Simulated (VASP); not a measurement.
## YN: elastic constants with PBEsol

Crystal: YN.

```
Y N
1.0
     0.00000    2.40999    2.40999
     2.40999    0.00000    2.40999
     2.40999    2.40999    0.00000
Y N
1 1
Cartesian
  0.0000 0.0000 0.0000
  2.4100 2.4100 2.4100
```

```yaml
Program: VASP 6.6.1
Task: elastic constants
Functional: PBEsol
Potentials_or_basis: VASP PAW PBE potentials, release 64 (Y_sv, N)
Cutoff: 600 eV
k_mesh: 16 × 16 × 16
Occupations: fermi-dirac, width 0.1 eV
Spin: no spin polarisation
Dipole_correction: no
Ions_in_elastic_constants: relaxed
Further_INCAR_settings: ALGO = Normal; EDIFF = 1e-08; IBRION = 6; POTIM = 0.015; NSW = 1; ISIF = 3
```

| Property | Result |
| --- | --- |
| Elastic constants C11, C12, C44 | 381, 84, 127 GPa |
| Voigt bulk modulus | 183 GPa |
| Highest phonon frequency at Γ | 210 cm⁻¹ |

Phonon frequencies in cm⁻¹ (negative: imaginary):
```csv
q point,frequencies
"(0.000, 0.000, 0.000)",0 0 0 210 210 210
```

Elastic tensor in Voigt notation (GPa, in the Cartesian axes of the cell as first typed):
```
381  84  84   0   0   0
 84 381  84   0   0   0
 84  84 381   0   0   0
  0   0   0 127   0   0
  0   0   0   0 127   0
  0   0   0   0   0 127
```

Clamped-ion elastic tensor (GPa):
```
381  84  84   0   0   0
 84 381  84   0   0   0
 84  84 381   0   0   0
  0   0   0 127   0   0
  0   0   0   0 127   0
  0   0   0   0   0 127
```

Run time: 37 min on 1 thread of AMD EPYC 9R45 96-Core Processor (Zen 5) (shared host), peak memory 0.87 GiB.

Caveat: the cell is under stress, which shifts elastic constants; the PAW data sets were made with another functional, which shifts forces and pressure a little.
